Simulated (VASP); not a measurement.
# KBr in VASP: a series of runs

Runs on KBr. Level: PBE. Tasks: single point.

Program: VASP 6.6.1. These are calculated values, not measurements. Logs are shortened: lines on timing, memory, paths and dates and some standing lists are left out, and cuts for length are marked.

## 1. The cell of the first run

The typed cell holds 2 atoms: a = 4.656 Å, b = 4.656 Å, c = 4.656 Å, α = 60.00°, β = 60.00°, γ = 60.00°.

## 2. Single point, PBE (one atom moved)

Input file INCAR:

```
SYSTEM = KBr
PREC = Accurate ; ENCUT = 520
EDIFF = 1E-6 ; ISMEAR = 0
SIGMA = 0.02 ; LREAL = .FALSE.
LASPH = .TRUE. ; NELM = 60
ALGO = Normal ; ISIF = 2
LWAVE = .FALSE. ; LCHARG = .FALSE.
GGA = PE ; NBANDS = 15
```

Input file KPOINTS:

```
regular mesh
0
G
  6 6 6
  0 0 0
```

Input file POSCAR:

```
KBr
1.0
    0.0000000000      3.2925000000      3.2925000000
    3.2925000000      0.0000000000      3.2925000000
    3.2925000000      3.2925000000      0.0000000000
K Br
1 1
Direct
    0.0452908125      0.0100136674     -0.0054153379
    0.5000000000      0.5000000000      0.5000000000
```

Potentials or basis: VASP PAW PBE potentials, release 64 (K_sv, Br).

On the command line:

```console
$ cat potpaw_PBE.64/K_sv/POTCAR potpaw_PBE.64/Br/POTCAR > POTCAR
$ mpirun -np 1 vasp_std > vasp.out
```

OUTCAR:

```text
SYSTEM = KBr
   PREC = Accurate
   ENCUT = 520
   EDIFF = 1E-6
   ISMEAR = 0
   LREAL = .FALSE.
   LASPH = .TRUE.
   NELM = 60
   ISIF = 2
   GGA = PE

 ion  position               nearest neighbor table
   1  0.045  0.010  0.995-   2 3.11   2 3.17   2 3.29
   2  0.500  0.500  0.500-   1 3.11   1 3.17   1 3.29

  LATTYP: Found a face centered cubic cell.
 ALAT       =     6.5850000000

  Lattice vectors:

 A1 = (   0.0000000000,   3.2925000000,   3.2925000000)
 A2 = (   3.2925000000,   0.0000000000,   3.2925000000)
 A3 = (   3.2925000000,   3.2925000000,   0.0000000000)

Analysis of symmetry for initial positions (statically):
=====================================================================
 Subroutine PRICEL returns:
 Original cell was already a primitive cell.

 Routine SETGRP: Setting up the symmetry group for a
 face centered cubic supercell.

 Subroutine GETGRP returns: Found  1 space group operations
 (whereof  1 operations were pure point group operations)
 out of a pool of 48 trial point group operations.

The static configuration has the point symmetry C_1 .

Analysis of symmetry for dynamics (positions and initial velocities):
=====================================================================
 Subroutine PRICEL returns:
 Original cell was already a primitive cell.

 Routine SETGRP: Setting up the symmetry group for a
 face centered cubic supercell.

 Subroutine GETGRP returns: Found  1 space group operations
 (whereof  1 operations were pure point group operations)
 out of a pool of 48 trial point group operations.

The dynamic configuration has the point symmetry C_1 .

 Subroutine INISYM returns: Found  1 space group operations
 (whereof  1 operations are pure point group operations),
 and found     1 'primitive' translations

----------------------------------------------------------------------------------------

                                     Primitive cell

  volume of cell :      71.3851

  direct lattice vectors                    reciprocal lattice vectors
     0.000000000  3.292500000  3.292500000    -0.151860289  0.151860289  0.151860289
     3.292500000  0.000000000  3.292500000     0.151860289 -0.151860289  0.151860289
     3.292500000  3.292500000  0.000000000     0.151860289  0.151860289 -0.151860289

  length of vectors
     4.656298154  4.656298154  4.656298154     0.263029735  0.263029735  0.263029735

  position of ions in fractional coordinates (direct lattice)
     0.045290812  0.010013667  0.994584662
     0.500000000  0.500000000  0.500000000

  ion indices of the primitive-cell ions
   primitive index   ion index
                 1           1
                 2           2

----------------------------------------------------------------------------------------

 KPOINTS: regular mesh

Automatic generation of k-mesh.
 Grid dimensions read from file:
 generate k-points for:    6    6    6

 Generating k-lattice:

  Cartesian coordinates                     Fractional coordinates (reciprocal lattice)
    -0.025310048  0.025310048  0.025310048     0.166666667  0.000000000  0.000000000
     0.025310048 -0.025310048  0.025310048     0.000000000  0.166666667  0.000000000
     0.025310048  0.025310048 -0.025310048     0.000000000  0.000000000  0.166666667

  Length of vectors
     0.043838289  0.043838289  0.043838289

  Shift w.r.t. Gamma in fractional coordinates (k-lattice)
     0.000000000  0.000000000  0.000000000

 Subroutine IBZKPT returns following result:
 ===========================================

 Found    112 irreducible k-points:

 Following reciprocal coordinates:
            Coordinates               Weight
  0.000000  0.000000  0.000000      1.000000
  0.166667  0.000000  0.000000      2.000000
  0.000000  0.166667  0.000000      2.000000
  0.000000  0.000000  0.166667      2.000000
  0.166667  0.166667  0.166667      2.000000
  0.333333  0.000000  0.000000      2.000000
[... 16 lines left out ...]
  0.166667 -0.166667 -0.166667      2.000000
  0.333333  0.333333  0.166667      2.000000
 [... further k-points ...]
   k-points           NKPTS =    112   k-points in BZ     NKDIM =    112   number of bands    NBANDS=     15
   number of dos      NEDOS =    301   number of ions     NIONS =      2
   total plane-waves  NPLWV =  46656
   dimension x,y,z NGX =    36 NGY =   36 NGZ =   36
   dimension x,y,z NGXF=    72 NGYF=   72 NGZF=   72
   ions per type =               1   1
   NGX,Y,Z   is equivalent  to a cutoff of  12.85, 12.85, 12.85 a.u.
   NGXF,Y,Z  is equivalent  to a cutoff of  25.71, 25.71, 25.71 a.u.
 SYSTEM =  KBr
   PREC   = accura    normal or accurate (medium, high low for compatibility)
   ISTART =      0    job   : 0-new  1-cont  2-samecut
   ICHARG =      2    charge: 1-file 2-atom 10-const
   ISPIN  =      1    spin polarized calculation?
   LNONCOLLINEAR =      F non collinear calculations
   LSORBIT =      F    spin-orbit coupling
   LASPH  =      T    aspherical Exc in radial PAW
   ENCUT  =  520.0 eV  38.22 Ry    6.18 a.u.   8.66  8.66  8.66*2*pi/ulx,y,z
   NELM   =     60;   NELMIN=  2; NELMDL= -5     # of ELM steps
   EDIFF  = 0.1E-05   stopping-criterion for ELM
   LREAL  =      F    real-space projection
   EDIFFG = 0.1E-04   stopping-criterion for IOM
   NSW    =      0    number of steps for IOM
   IBRION =     -1    ionic relax: 0-MD 1-quasi-New 2-CG
   NFREE  =      0    steps in history (QN), initial steepest desc. (CG)
   ISIF   =      2    stress and relaxation
   ISYM   =      2    0-nonsym 1-usesym 2-fastsym
   POTIM  = 0.5000    time-step for ionic-motion
   TEBEG  =    0.0;   TEEND  =   0.0 temperature during run
   PSTRESS=    0.0 pullay stress
   NELECT =      16.0000    total number of electrons
   NUPDOWN=      -1.0000    fix difference up-down
   EMIN   =  10.00;   EMAX   =-10.00  energy-range for DOS
   EFERMI =   0.00;   METHOD = LEGACY
   ISMEAR =     0;   SIGMA  =   0.02  broadening in eV -4-tet -1-fermi 0-gaus
   EFERMI_NEDOS =   21; number of points for ismear=-14 and -15
   IALGO  =     38    algorithm
   IMIX   =      4    mixing-type and parameters
     AMIX     =   0.40;   BMIX     =  1.00
     AMIX_MAG =   1.60;   BMIX_MAG =  1.00
  volume/ion in A,a.u.               =      35.69       240.87
  Fermi-wavevector in a.u.,A,eV,Ry     =   0.994441  1.879221 13.454978  0.988913
  Thomas-Fermi vector in A             =   2.126392
   LORBIT       =      0    0 simple, 1 ext, 2 COOP (PROOUT), +10 PAW based schemes
   GGA     = PE    functional components
   LHFCALC =     F    Hartree Fock is set to
   AEXX    =    0.0000 exact exchange contribution
   IVDW    =     0    specifies the selected vdW correction
   LEPSILON=     F    determine dielectric tensor
   LRPA    =     F    only Hartree local field effects (RPA)
 non-spin polarized calculation
 Gauss-broadening in eV      SIGMA  =   0.02
  energy-cutoff  :      520.00
  volume of cell :       71.39
 maximum number of plane-waves:      1948
 NGX is ok and might be reduce to    36
   NGX = 17   NGY = 17   NGZ = 17

 number of electron      15.9999998 magnetization

 Free energy of the ion-electron system (eV)
  ---------------------------------------------------
  ext. energy  EPLUGINS =         0.00000000
  ---------------------------------------------------
  free energy    TOTEN  =        -6.17931110 eV

  energy without entropy =       -6.17931110  energy(sigma->0) =       -6.17931110

 E-fermi :  -1.5289     XC(G=0):  -7.3911

 val. band max:       -1.7279761291   @ k =   0.0000   0.0000   0.0000
 cond. band min:       2.7370665652   @ k =   0.0000   0.0000   0.0000
 fundamental gap:      4.4650426943
 Fermi energy:        -1.5288582101

 k-point     1 :       0.0000    0.0000    0.0000
  band No.  band energies     occupation
      1     -29.4666      2.00000
      2     -14.0334      2.00000
      3     -12.9492      2.00000
      4     -12.9452      2.00000
      5     -12.9345      2.00000
      6      -1.7341      2.00000
      7      -1.7308      2.00000
      8      -1.7280      2.00000
      9       2.7371      0.00000
     10       5.8856      0.00000
     11       5.9384      0.00000
     12       5.9765      0.00000
     13       6.7570      0.00000
     14       6.8062      0.00000
     15       9.8051      0.00000

 k-point     2 :       0.1667    0.0000    0.0000
  band No.  band energies     occupation
      1     -29.4652      2.00000
      2     -14.0826      2.00000
      3     -12.9515      2.00000
      4     -12.9487      2.00000
      5     -12.8653      2.00000
      6      -2.0951      2.00000
      7      -1.8206      2.00000
      8      -1.8124      2.00000
      9       3.3944      0.00000
     10       5.7836      0.00000
     11       6.1984      0.00000
     12       6.2510      0.00000
     13       7.1538      0.00000
     14       7.1830      0.00000
     15      10.6687      0.00000

 k-point     3 :       0.0000    0.1667    0.0000
  band No.  band energies     occupation
      1     -29.4651      2.00000
      2     -14.0858      2.00000
      3     -12.9538      2.00000
      4     -12.9480      2.00000
      5     -12.8604      2.00000
      6      -2.0990      2.00000
      7      -1.8159      2.00000
      8      -1.8051      2.00000
      9       3.3943      0.00000
     10       5.7119      0.00000
     11       6.2026      0.00000
     12       6.2504      0.00000
     13       7.1620      0.00000
     14       7.2458      0.00000
     15      10.7023      0.00000
[... 343 lines left out ...]
 k-point    23 :       0.1667   -0.1667   -0.1667
  band No.  band energies     occupation
      1     -29.4623      2.00000
      2     -14.1141      2.00000
      3     -12.9663      2.00000
      4     -12.9628      2.00000
      5     -12.8030      2.00000
      6      -2.5191      2.00000
      7      -1.9776      2.00000
      8      -1.9341      2.00000
      9       4.4844      0.00000
     10       5.2173      0.00000
     11       7.0848      0.00000
     12       7.1965      0.00000
     13       7.7440      0.00000
     14       8.2014      0.00000
     15       9.7188      0.00000

 k-point    24 :       0.3333    0.3333    0.1667
  band No.  band energies     occupation
      1     -29.4623      2.00000
      2     -14.1170      2.00000
      3     -12.9649      2.00000
      4     -12.9610      2.00000
      5     -12.8028      2.00000
      6      -2.5197      2.00000
      7      -1.9833      2.00000
      8      -1.9307      2.00000
      9       4.4714      0.00000
     10       5.1931      0.00000
     11       7.2518      0.00000
     12       7.3719      0.00000
     13       7.5844      0.00000
     14       8.0645      0.00000
     15       9.7723      0.00000

 [... further k-points ...]
[... 5 lines left out ...]
  --------------------------------------------------------------------------------------
  -------------------------------------------------------------------------------------
  Total        0.3567444      0.5203926      0.6791614     -0.0046252     -0.0602483     -0.0066860
  in kB        8.0068259     11.6797722     15.2432039     -0.1038086     -1.3522214     -0.1500608
  external PRESSURE =      11.6432674 kB  Pullay stress =       0.0000000 kB

 VOLUME and BASIS-vectors are now :
 -----------------------------------------------------------------------------
  energy-cutoff  :      520.00
  volume of cell :       71.39
      direct lattice vectors                 reciprocal lattice vectors
     0.000000000  3.292500000  3.292500000    -0.151860289  0.151860289  0.151860289
     3.292500000  0.000000000  3.292500000     0.151860289 -0.151860289  0.151860289
     3.292500000  3.292500000  0.000000000     0.151860289  0.151860289 -0.151860289

 POSITION                                       TOTAL-FORCE (eV/Angst)
 -----------------------------------------------------------------------------------
      3.30764      3.42379      0.18209        -0.017930     -0.168181     -0.250760
      3.29250      3.29250      3.29250         0.017930      0.168181      0.250760
 -----------------------------------------------------------------------------------
    total drift:                               -0.000074     -0.000060     -0.000104

  FREE ENERGIE OF THE ION-ELECTRON SYSTEM (eV)
  ---------------------------------------------------
  free  energy   TOTEN  =        -6.1793110957 eV

  energy  without entropy=       -6.1793110957  energy(sigma->0) =       -6.17931110
```

Wall time 38 s (1 thread of Intel Xeon 6975P-C (Granite Rapids), shared host); peak memory 0.28 GiB.

What came out:

```yaml
Free_energy: -6.1793 eV
Pressure: 1.2 GPa
Largest_force: 0.302 eV/Å
Band_gap_on_the_k_mesh: 4.47 eV, direct
```

Forces in eV/Å, atoms in the order of the input:
```
K   -0.018 -0.168 -0.251
Br   0.018  0.168  0.251
```

Caveat: the cell differs from its parent crystal (one atom moved).

## 3. Single point, PBE (strained and its atoms moved)

Input file INCAR:

```
SYSTEM = KBr
PREC     = Accurate       ! precision mode
ENCUT    = 520            ! plane-wave cutoff, eV
EDIFF    = 1E-6           ! SCF threshold, eV
ISMEAR   = 0              ! smearing method
SIGMA    = 0.02           ! smearing width, eV
LREAL    = .False.        ! projectors in reciprocal space
LASPH    = .True.         ! aspherical terms in the spheres
NELM     = 80             ! most SCF steps
ALGO     = Normal         ! electronic algorithm
ISIF     = 2              ! what is computed and relaxed
LWAVE    = .False.        ! write WAVECAR
LCHARG   = .False.        ! write CHGCAR
GGA      = PE             ! functional
NBANDS   = 15             ! bands
```

Input file KPOINTS:

```
regular mesh
0
Gamma
  6 6 6
  0 0 0
```

Input file POSCAR:

```
KBr
1.0
    0.0748714500      3.1577379750      3.3552879750
    3.4810614750     -0.0509020500      3.4810614750
    3.3552879750      3.1577379750      0.0748714500
K Br
1 1
Direct
    0.0136538153     -0.0042528792      0.0136538153
    0.4863461847      0.5042528792      0.4863461847
```

Potentials or basis: VASP PAW PBE potentials, release 64 (K_sv, Br).

On the command line:

```console
$ cat potpaw_PBE.64/K_sv/POTCAR potpaw_PBE.64/Br/POTCAR > POTCAR
$ mpirun -np 1 vasp_std > vasp.out
```

OUTCAR:

```text
SYSTEM = KBr
   PREC = Accurate
   ENCUT = 520
   EDIFF = 1E-6
   ISMEAR = 0
   LREAL = .False.
   LASPH = .True.
   NELM = 80
   ISIF = 2
   GGA = PE

 ion  position               nearest neighbor table
   1  0.014  0.996  0.014-   2 3.01
   2  0.486  0.504  0.486-   1 3.01

  LATTYP: Found a base centered monoclinic cell.
 ALAT       =     7.9634931931
 B/A-ratio  =     0.5825596164
 C/A-ratio  =     0.6182246132
 COS(beta)  =    -0.6009199535

  Lattice vectors:

 A1 = (  -3.3552879750,  -3.1577379750,  -0.0748714500)
 A2 = (  -0.0748714500,  -3.1577379750,  -3.3552879750)
 A3 = (   3.4810614750,  -0.0509020500,   3.4810614750)

Analysis of symmetry for initial positions (statically):
=====================================================================
 Subroutine PRICEL returns:
 Original cell was already a primitive cell.

 Routine SETGRP: Setting up the symmetry group for a
 base centered monoclinic supercell.

 Subroutine GETGRP returns: Found  2 space group operations
 (whereof  2 operations were pure point group operations)
 out of a pool of  4 trial point group operations.

The static configuration has the point symmetry C_1h.

Analysis of symmetry for dynamics (positions and initial velocities):
[... 169 lines left out ...]
      1     -29.5773      2.00000
      2     -14.0874      2.00000
      3     -13.0598      2.00000
      4     -13.0534      2.00000
      5     -13.0439      2.00000
      6      -1.8630      2.00000
      7      -1.7618      2.00000
      8      -1.7419      2.00000
      9       2.6022      0.00000
     10       5.5245      0.00000
     11       5.9519      0.00000
     12       6.1202      0.00000
     13       6.5387      0.00000
     14       6.8642      0.00000
[... 401 lines left out ...]
      2     -14.1749      2.00000
      3     -13.0958      2.00000
      4     -13.0635      2.00000
      5     -12.8935      2.00000
      6      -2.7134      2.00000
      7      -2.1735      2.00000
      8      -2.1061      2.00000
      9       4.9476      0.00000
     10       5.8474      0.00000
     11       6.9562      0.00000
     12       7.4050      0.00000
     13       7.9448      0.00000
     14       8.5384      0.00000
     15       9.0397      0.00000

 [... further k-points ...]
[... 5 lines left out ...]
  --------------------------------------------------------------------------------------
  -------------------------------------------------------------------------------------
  Total        0.0214646      1.3262639      0.0214646      0.0052041      0.0052041     -0.1343883
  in kB        0.4730981     29.2319785      0.4730981      0.1147021      0.1147022     -2.9620319
  external PRESSURE =      10.0593915 kB  Pullay stress =       0.0000000 kB

 VOLUME and BASIS-vectors are now :
 -----------------------------------------------------------------------------
  energy-cutoff  :      520.00
  volume of cell :       72.69
      direct lattice vectors                 reciprocal lattice vectors
     0.074871450  3.157737975  3.355287975    -0.151271113  0.157093551  0.153568224
     3.481061475 -0.050902050  3.481061475     0.142502589 -0.154796440  0.142502589
     3.355287975  3.157737975  0.074871450     0.153568224  0.157093551 -0.151271113

 POSITION                                       TOTAL-FORCE (eV/Angst)
 -----------------------------------------------------------------------------------
      3.51309      0.03554      3.51309        -0.044132     -0.396817     -0.044132
      3.42358      3.04584      3.42358         0.044132      0.396817      0.044132
 -----------------------------------------------------------------------------------
    total drift:                               -0.000070     -0.000001     -0.000070

  FREE ENERGIE OF THE ION-ELECTRON SYSTEM (eV)
  ---------------------------------------------------
  free  energy   TOTEN  =        -6.1594341030 eV

  energy  without entropy=       -6.1594341030  energy(sigma->0) =       -6.15943410
```

Run time: 27 s. Hardware: 1 thread of Intel Xeon 6975P-C (Granite Rapids), shared host; peak memory 0.26 GiB.

What came out:

- Free energy: -6.1594 eV
- Pressure: 1.0 GPa
- Largest force: 0.402 eV/Å
- Band gap on the k mesh: 4.34 eV, direct

Forces in eV/Å, atoms in the order of the input:
```
K   -0.044 -0.397 -0.044
Br   0.044  0.397  0.044
```

Caveat: the cell differs from its parent crystal (strained and its atoms moved).
